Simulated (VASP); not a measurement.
# Mg: single point with PBEsol

Mg:

```xyz
2
Lattice="3.4864 0.0000 0.0000 -1.7432 3.0193 0.0000 0.0000 0.0000 4.1780" Properties=species:S:1:pos:R:3 pbc="T T T"
Mg    1.7432    1.0064    3.1335
Mg    0.0000    2.0129    1.0445
```

- Program: VASP 6.6.1
- Task: single point
- Functional: PBEsol
- Potentials or basis: VASP PAW PBE potentials, release 64 (Mg)
- Cutoff: 520 eV
- k mesh: 6 × 6 × 4
- Occupations: fermi-dirac, width 0.1 eV
- Spin: no spin polarisation
- Dipole correction: no
- Further INCAR settings: ALGO = Normal; EDIFF = 1e-06; NBANDS = 9

* Pressure: 3.2 GPa
* Band gap on the k mesh: zero (band 2 reaches 4.41 eV, above the bottom of band 3 at 1.33 eV)

Stress tensor (GPa, compression positive):
```
0.40 0.00 0.00
0.00 0.40 0.00
0.00 0.00 8.77
```

Levels at points of the mesh, in eV from the Fermi level:
| k point | band 1 | band 2 | band 3 | band 4 | band 5 |
| --- | --- | --- | --- | --- | --- |
| (0.00, 0.00, 0.00) | -7.37 | 0.34 | 1.50 | 7.34 | 7.34 |
| (0.50, 0.00, 0.00) | -3.48 | -3.17 | 3.72 | 4.02 | 4.04 |
| (0.00, 0.00, 0.50) | -5.23 | -5.23 | 8.86 | 8.86 | 8.86 |
| (0.50, 0.00, 0.50) | -1.63 | -1.63 | -0.87 | -0.87 | 5.85 |

It took 6 s on 1 thread of Intel(R) Xeon(R) Platinum 8259CL CPU @ 2.50GHz (Skylake/Cascade Lake) (shared host), peak memory 0.16 GiB.

Caveat: the k points lie up to 0.38 Å⁻¹ apart; the PAW data sets were made with another functional, which shifts forces and pressure a little.
